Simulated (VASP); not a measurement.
Set up this calculation in VASP 6.6.1, as the native input.

```
Task                   : single point
Functional             : PBE
Potentials or basis    : VASP PAW PBE potentials, release 64 (Li_sv, F)
Cutoff                 : 520 eV
k mesh                 : 9 × 9 × 6
Occupations            : gaussian, width 0.05 eV
Spin                   : no spin polarisation
Dipole correction      : no
Further INCAR settings : ALGO = Normal; EDIFF = 1e-06; NBANDS = 18
```

The structure of LiF lies in POSCAR:

```
LiF
1.0
    3.1427330808      0.0000000000      0.0000000000
   -1.5713665404      2.7216866853      0.0000000000
    0.0000000000      0.0000000000      4.8495514170
Li F
2 2
Direct
    0.3333333333      0.6666666667      0.4116718394
    0.6666666667      0.3333333333      0.9116718394
    0.3333333333      0.6666666667      0.9939266766
    0.6666666667      0.3333333333      0.4939266766
```

This cell differs from its parent crystal: c/a of the conventional cell at fixed volume 1.5431.

The input as run:

INCAR

```
PREC = Accurate
ENCUT = 520
EDIFF = 1E-6
ISMEAR = 0
SIGMA = 0.05
LREAL = False
LASPH = True
NELM = 60
ALGO = Normal
ISIF = 2
LWAVE = False
LCHARG = False
GGA = PE
NBANDS = 18
```

KPOINTS

```
Automatic mesh
0
Gamma
  9 9 6
```

Potentials or basis: VASP PAW PBE potentials, release 64 (Li_sv, F).

Command:

```bash
$ cat potpaw_PBE.64/Li_sv/POTCAR potpaw_PBE.64/F/POTCAR > POTCAR
$ mpirun -np 1 vasp_std > vasp.out
```

It gave:

```json
{
 "Largest force": "0.219 eV/Å",
 "Band gap on the k mesh": "7.43 eV, direct"
}
```

Wall time 19 s on 1 thread of Intel Xeon 6975P-C (shared host), peak memory 0.16 GiB.
